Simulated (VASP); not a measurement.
# Ir in VASP: a series of runs

Ir is run at these levels: LDA; tasks: single point.

Program: VASP 6.6.1. These are calculated values, not measurements. Logs are shortened: lines on timing, memory, paths and dates and some standing lists are left out, and cuts for length are marked.

## Step 1: The cell of the first run

The cell holds a slab with vacuum, 4 atoms: a = 2.695 Å, b = 3.811 Å, c = 20.900 Å, α = 90.00°, β = 90.00°, γ = 90.00°.

## Step 2: Single point, LDA

INCAR reads:

```
SYSTEM = Ir
PREC     = Accurate       ! precision mode
ENCUT    = 400            ! plane-wave cutoff, eV
EDIFF    = 1E-6           ! SCF threshold, eV
ISMEAR   = 0              ! smearing method
SIGMA    = 0.1            ! smearing width, eV
LREAL    = .FALSE.        ! projectors in reciprocal space
LASPH    = .TRUE.         ! aspherical terms in the spheres
NELM     = 120            ! most SCF steps
ALGO     = Normal         ! electronic algorithm
ISIF     = 2              ! what is computed and relaxed
LWAVE    = .FALSE.        ! write WAVECAR
LCHARG   = .FALSE.        ! write CHGCAR
LDIPOL   = .TRUE.       
IDIPOL   = 3            
DIPOL    = 0.5 0.5 0.286
GGA      = CA             ! functional
NBANDS   = 26             ! bands
GGA_COMPAT= .FALSE.      
NELMDL   = -8
```

KPOINTS reads:

```
Automatic mesh
0
G
  10 7 1
  0 0 0
```

POSCAR reads:

```
Ir
1.0
    2.6946510889      0.0000000000      0.0000000000
    0.0000000000      3.8108121157      0.0000000000
    0.0000000000      0.0000000000     20.8996674862
Ir
4
Direct
    0.5000000000      0.5000000000      0.1913906048
    0.0000000000      0.0000000000      0.2558569675
    0.5000000000      0.5000000000      0.3196964379
    0.0000000000      0.0000000000      0.3779805344
```

Potentials or basis: VASP PAW LDA potentials, release 64 (Ir).

Started as:

```
$ cat potpaw_LDA.64/Ir/POTCAR > POTCAR
$ mpirun -np 1 vasp_std > vasp.out
```

OUTCAR:

```text
SYSTEM = Ir
   PREC = Accurate
   ENCUT = 400
   EDIFF = 1E-6
   ISMEAR = 0
   LREAL = .FALSE.
   LASPH = .TRUE.
   NELM = 120
   ISIF = 2
   GGA = CA
   NELMDL = -8

 ion  position               nearest neighbor table
   1  0.500  0.500  0.191-   3 2.68   2 2.69   2 2.69   2 2.69   2 2.69
   2  0.000  0.000  0.256-   4 2.55   3 2.69   3 2.69   3 2.69   3 2.69   1 2.69   1 2.69   1 2.69
                             1 2.69
   3  0.500  0.500  0.320-   4 2.63   4 2.63   4 2.63   4 2.63   1 2.68   2 2.69   2 2.69   2 2.69
                             2 2.69
   4  0.000  0.000  0.378-   2 2.55   3 2.63   3 2.63   3 2.63   3 2.63

  LATTYP: Found a simple orthorhombic cell.
 ALAT       =     2.6946510889
 B/A-ratio  =     1.4142135623
 C/A-ratio  =     7.7559827958

  Lattice vectors:

 A1 = (   2.6946510889,   0.0000000000,   0.0000000000)
 A2 = (   0.0000000000,   3.8108121157,   0.0000000000)
 A3 = (   0.0000000000,   0.0000000000,  20.8996674862)

Analysis of symmetry for initial positions (statically):
=====================================================================
 Subroutine PRICEL returns:
 Original cell was already a primitive cell.

 Routine SETGRP: Setting up the symmetry group for a
 simple orthorhombic supercell.

 Subroutine GETGRP returns: Found  4 space group operations
 (whereof  4 operations were pure point group operations)
 out of a pool of  8 trial point group operations.

The static configuration has the point symmetry C_2v.

Analysis of symmetry for dynamics (positions and initial velocities):
=====================================================================
 Subroutine PRICEL returns:
 Original cell was already a primitive cell.

 Routine SETGRP: Setting up the symmetry group for a
 simple orthorhombic supercell.

 Subroutine GETGRP returns: Found  4 space group operations
 (whereof  4 operations were pure point group operations)
 out of a pool of  8 trial point group operations.

The dynamic configuration has the point symmetry C_2v.

 Subroutine INISYM returns: Found  4 space group operations
 (whereof  4 operations are pure point group operations),
 and found     1 'primitive' translations

----------------------------------------------------------------------------------------

                                     Primitive cell

  volume of cell :     214.6147

  direct lattice vectors                    reciprocal lattice vectors
     2.694651089  0.000000000  0.000000000     0.371105559  0.000000000  0.000000000
     0.000000000  3.810812116  0.000000000     0.000000000  0.262411258  0.000000000
     0.000000000  0.000000000 20.899667486     0.000000000  0.000000000  0.047847651

  length of vectors
     2.694651089  3.810812116 20.899667486     0.371105559  0.262411258  0.047847651

  position of ions in fractional coordinates (direct lattice)
     0.500000000  0.500000000  0.191390605
     0.000000000  0.000000000  0.255856968
     0.500000000  0.500000000  0.319696438
     0.000000000  0.000000000  0.377980534

  ion indices of the primitive-cell ions
   primitive index   ion index
                 1           1
                 2           2
                 3           3
                 4           4

----------------------------------------------------------------------------------------

 KPOINTS: Automatic mesh

Automatic generation of k-mesh.
 Grid dimensions read from file:
 generate k-points for:   10    7    1

 Generating k-lattice:

  Cartesian coordinates                     Fractional coordinates (reciprocal lattice)
     0.037110556  0.000000000  0.000000000     0.100000000  0.000000000  0.000000000
     0.000000000  0.037487323  0.000000000     0.000000000  0.142857143  0.000000000
     0.000000000  0.000000000  0.047847651     0.000000000  0.000000000  1.000000000

  Length of vectors
     0.037110556  0.037487323  0.047847651

  Shift w.r.t. Gamma in fractional coordinates (k-lattice)
     0.000000000  0.000000000  0.000000000

 Subroutine IBZKPT returns following result:
 ===========================================

 Found     24 irreducible k-points:

 Following reciprocal coordinates:
            Coordinates               Weight
  0.000000  0.000000  0.000000      1.000000
  0.100000  0.000000  0.000000      2.000000
  0.200000  0.000000  0.000000      2.000000
  0.300000  0.000000  0.000000      2.000000
  0.400000  0.000000  0.000000      2.000000
  0.500000  0.000000  0.000000      1.000000
[... 16 lines left out ...]
  0.400000  0.428571  0.000000      4.000000
  0.500000  0.428571  0.000000      2.000000
   k-points           NKPTS =     24   k-points in BZ     NKDIM =     24   number of bands    NBANDS=     26
   number of dos      NEDOS =    301   number of ions     NIONS =      4
   total plane-waves  NPLWV =  70560
   dimension x,y,z NGX =    18 NGY =   28 NGZ =  140
   dimension x,y,z NGXF=    36 NGYF=   56 NGZF=  280
   ions per type =               4
   NGX,Y,Z   is equivalent  to a cutoff of  11.11, 12.21, 11.14 a.u.
   NGXF,Y,Z  is equivalent  to a cutoff of  22.21, 24.43, 22.27 a.u.
 SYSTEM =  Ir
   PREC   = accura    normal or accurate (medium, high low for compatibility)
   ISTART =      0    job   : 0-new  1-cont  2-samecut
   ICHARG =      2    charge: 1-file 2-atom 10-const
   ISPIN  =      1    spin polarized calculation?
   LNONCOLLINEAR =      F non collinear calculations
   LSORBIT =      F    spin-orbit coupling
   LASPH  =      T    aspherical Exc in radial PAW
   ENCUT  =  400.0 eV  29.40 Ry    5.42 a.u.   4.39  6.21 34.08*2*pi/ulx,y,z
   NELM   =    120;   NELMIN=  2; NELMDL= -8     # of ELM steps
   EDIFF  = 0.1E-05   stopping-criterion for ELM
   LREAL  =      F    real-space projection
   EDIFFG = 0.1E-04   stopping-criterion for IOM
   NSW    =      0    number of steps for IOM
   IBRION =     -1    ionic relax: 0-MD 1-quasi-New 2-CG
   NFREE  =      0    steps in history (QN), initial steepest desc. (CG)
   ISIF   =      2    stress and relaxation
   ISYM   =      2    0-nonsym 1-usesym 2-fastsym
   POTIM  = 0.5000    time-step for ionic-motion
   TEBEG  =    0.0;   TEEND  =   0.0 temperature during run
   PSTRESS=    0.0 pullay stress
   NELECT =      36.0000    total number of electrons
   NUPDOWN=      -1.0000    fix difference up-down
   EMIN   =  10.00;   EMAX   =-10.00  energy-range for DOS
   EFERMI =   0.00;   METHOD = LEGACY
   ISMEAR =     0;   SIGMA  =   0.10  broadening in eV -4-tet -1-fermi 0-gaus
   EFERMI_NEDOS =   21; number of points for ismear=-14 and -15
   IALGO  =     38    algorithm
   IMIX   =      4    mixing-type and parameters
     AMIX     =   0.40;   BMIX     =  1.00
     AMIX_MAG =   1.60;   BMIX_MAG =  1.00
  volume/ion in A,a.u.               =      53.65       362.07
  Fermi-wavevector in a.u.,A,eV,Ry     =   0.902864  1.706166 11.090980  0.815164
  Thomas-Fermi vector in A             =   2.026120
   LORBIT       =      0    0 simple, 1 ext, 2 COOP (PROOUT), +10 PAW based schemes
   GGA     = CA    functional components
   LHFCALC =     F    Hartree Fock is set to
   AEXX    =    0.0000 exact exchange contribution
   IVDW    =     0    specifies the selected vdW correction
   LEPSILON=     F    determine dielectric tensor
   LRPA    =     F    only Hartree local field effects (RPA)
 non-spin polarized calculation
 Gauss-broadening in eV      SIGMA  =   0.10
  energy-cutoff  :      400.00
  volume of cell :      214.61
 maximum number of plane-waves:      3937
 NGX is ok and might be reduce to    18
   NGX =  9   NGY = 13   NGZ = 69

 dipolmoment           0.000000      0.000000      0.001741 electrons x Angstroem

 number of electron      35.9999998 magnetization

 dipolmoment           0.000000      0.000000     -0.010637 electrons x Angstroem

 Free energy of the ion-electron system (eV)
  ---------------------------------------------------
  ext. energy  EPLUGINS =         0.00000000
  ---------------------------------------------------
  free energy    TOTEN  =       -36.50088371 eV

  energy without entropy =      -36.46742497  energy(sigma->0) =      -36.48415434

 E-fermi :  -1.1752     XC(G=0):  -4.7846

 val. band max:       -1.1893112486   @ k =   0.1000   0.2857   0.0000
 cond. band min:      -1.1438987697   @ k =   0.5000   0.2857   0.0000
 fundamental gap:      0.0454124789
 Fermi energy:        -1.1751726017

 k-point     1 :       0.0000    0.0000    0.0000
  band No.  band energies     occupation
      1     -11.1258      2.00000
      2      -8.5743      2.00000
      3      -8.2735      2.00000
      4      -7.2036      2.00000
      5      -6.9420      2.00000
      6      -5.7075      2.00000
[... 18 lines left out ...]
     25       3.0865      0.00000
     26       3.7893      0.00000

 k-point     2 :       0.1000    0.0000    0.0000
  band No.  band energies     occupation
      1     -10.8359      2.00000
      2      -8.3333      2.00000
      3      -8.0191      2.00000
      4      -7.0124      2.00000
      5      -6.5642      2.00000
      6      -6.0666      2.00000
[... 18 lines left out ...]
     25       3.9988      0.00000
     26       4.2238      0.00000

 k-point     3 :       0.2000    0.0000    0.0000
  band No.  band energies     occupation
      1     -10.0647      2.00000
      2      -8.0292      2.00000
      3      -7.1986      2.00000
      4      -6.7980      2.00000
      5      -6.5936      2.00000
      6      -6.4890      2.00000
[... 572 lines left out ...]
 k-point    23 :       0.4000    0.4286    0.0000
  band No.  band energies     occupation
      1      -8.2794      2.00000
      2      -8.0496      2.00000
      3      -6.8935      2.00000
      4      -6.5813      2.00000
      5      -6.0570      2.00000
      6      -5.8660      2.00000
[... 18 lines left out ...]
     25       6.2877      0.00000
     26       6.5958      0.00000

 k-point    24 :       0.5000    0.4286    0.0000
  band No.  band energies     occupation
      1      -8.3732      2.00000
      2      -8.2194      2.00000
      3      -7.0034      2.00000
      4      -6.6917      2.00000
      5      -6.0723      2.00000
      6      -5.9791      2.00000
[... 18 lines left out ...]
     25       5.5589      0.00000
     26       5.7103      0.00000

------------------------ aborting loop because EDIFF is reached ----------------------------------------

 vacuum level on the upper side and lower side of the slab       (xc-potential included)        -0.302        -0.132

  FORCE on cell =-STRESS in cart. coord.  units (eV):
  Direction    XX          YY          ZZ          XY          YZ          ZX
  --------------------------------------------------------------------------------------
  -------------------------------------------------------------------------------------
  Total       -7.0248617     -3.9452032     -1.3025084      0.0000000      0.0000000      0.0000000
  in kB      -52.4431666    -29.4523875     -9.7237027      0.0000000      0.0000000      0.0000000
  external PRESSURE =     -30.5397522 kB  Pullay stress =       0.0000000 kB

 VOLUME and BASIS-vectors are now :
 -----------------------------------------------------------------------------
  energy-cutoff  :      400.00
  volume of cell :      214.61
      direct lattice vectors                 reciprocal lattice vectors
     2.694651089  0.000000000  0.000000000     0.371105559  0.000000000  0.000000000
     0.000000000  3.810812116  0.000000000     0.000000000  0.262411258  0.000000000
     0.000000000  0.000000000 20.899667486     0.000000000  0.000000000  0.047847651

 POSITION                                       TOTAL-FORCE (eV/Angst)
 -----------------------------------------------------------------------------------
      1.34733      1.90541      4.00000         0.000000      0.000000      1.233576
      0.00000      0.00000      5.34733         0.000000      0.000000     -1.360584
      1.34733      1.90541      6.68155         0.000000      0.000000     -0.030855
      0.00000      0.00000      7.89967         0.000000      0.000000      0.157863
 -----------------------------------------------------------------------------------
    total drift:                                0.000000      0.000000      0.000041

  FREE ENERGIE OF THE ION-ELECTRON SYSTEM (eV)
  ---------------------------------------------------
  free  energy   TOTEN  =       -36.5008837099 eV

  energy  without entropy=      -36.4674249725  energy(sigma->0) =      -36.48415434

 vacuum level on the upper side and lower side of the slab         3.768         3.948
```

Wall time 2.3 min (1 thread of Intel Xeon Platinum 8375C at 2.90GHz (Ice Lake), shared host); peak memory 0.23 GiB.

What came out:

- Free energy: -36.5009 eV
- Largest force: 1.361 eV/Å
- Band gap on the k mesh: zero (band 18 reaches -0.51 eV, above the bottom of band 19 at -1.53 eV)

Forces in eV/Å, atoms in the order of the input:
```
Ir   0.000  0.000  1.234
Ir   0.000  0.000 -1.361
Ir   0.000  0.000 -0.031
Ir   0.000  0.000  0.158
```

Levels at points of the mesh, in eV from the Fermi level:
| k point | band 16 | band 17 | band 18 | band 19 | band 20 | band 21 |
| --- | --- | --- | --- | --- | --- | --- |
| (0.00, 0.00, 0.00) | -1.35 | -0.73 | -0.49 | -0.10 | 0.39 | 0.60 |
| (0.50, 0.00, 0.00) | -0.07 | 0.43 | 0.66 | 0.99 | 1.25 | 2.94 |

Caveat: spin-orbit coupling is left out, which moves the levels of the heavy elements.

## Step 3: Single point, LDA

This run uses another cell than the first one, of 46.32 Å³/atom, 0.863 times its volume.

INCAR reads:

```
  PREC = Accurate
  ENCUT = 400
  EDIFF = 1E-6
  ISMEAR = 0
  SIGMA = 0.1
  LREAL = F
  LASPH = T
  NELM = 120
  ALGO = Normal
  ISIF = 2
  LWAVE = F
  LCHARG = F
  LDIPOL = T
  IDIPOL = 3
  DIPOL = 0.5 0.5 0.498
  NBANDS = 26
  GGA_COMPAT = F
  NELMDL = -8
```

KPOINTS reads:

```
Automatic mesh
0
Gamma
  11 8 1
```

POSCAR reads:

```
Ir
1.0
    2.6946510889      0.0000000000      0.0000000000
    0.0000000000      3.8108121157      0.0000000000
    0.0000000000      0.0000000000     18.0419766333
Ir
4
Direct
    0.5000000000      0.5000000000      0.3879840963
    0.0000000000      0.0000000000      0.4626613654
    0.5000000000      0.5000000000      0.5366124480
    0.0000000000      0.0000000000      0.6041282342
```

Potentials or basis: VASP PAW LDA potentials, release 64 (Ir).

Started as:

```
$ cat potpaw_LDA.64/Ir/POTCAR > POTCAR
$ mpirun -np 1 vasp_std > vasp.out
```

It took 2.4 min on 1 thread of Intel Xeon Platinum 8375C at 2.90GHz (Ice Lake), shared host; peak memory 0.23 GiB.

The run converged. Its results:

| Item | Value |
| --- | --- |
| Free energy | -36.4904 eV |
| Largest force | 1.430 eV/Å |
| Band gap on the k mesh | zero (band 18 reaches 0.16 eV, above the bottom of band 19 at -0.83 eV) |

Forces on the atoms (eV/Å):
```
Ir   0.000  0.000  1.205
Ir   0.000  0.000 -1.430
Ir   0.000  0.000  0.035
Ir   0.000  0.000  0.190
```

Levels at points of the mesh, in eV from the Fermi level:
| k point | band 15 | band 16 | band 17 | band 18 | band 19 | band 20 | band 21 | band 22 | band 23 | band 24 |
| --- | --- | --- | --- | --- | --- | --- | --- | --- | --- | --- |
| (0.00, 0.00, 0.00) | -1.73 | -1.38 | -0.76 | -0.51 | -0.12 | 0.35 | 0.57 | 0.58 | 1.48 | 3.87 |
| (0.00, 0.50, 0.00) | -1.44 | -1.29 | -0.82 | -0.41 | 0.43 | 0.44 | 0.68 | 0.80 | 0.93 | 1.09 |

Caveat: spin-orbit coupling is left out, which moves the levels of the heavy elements.
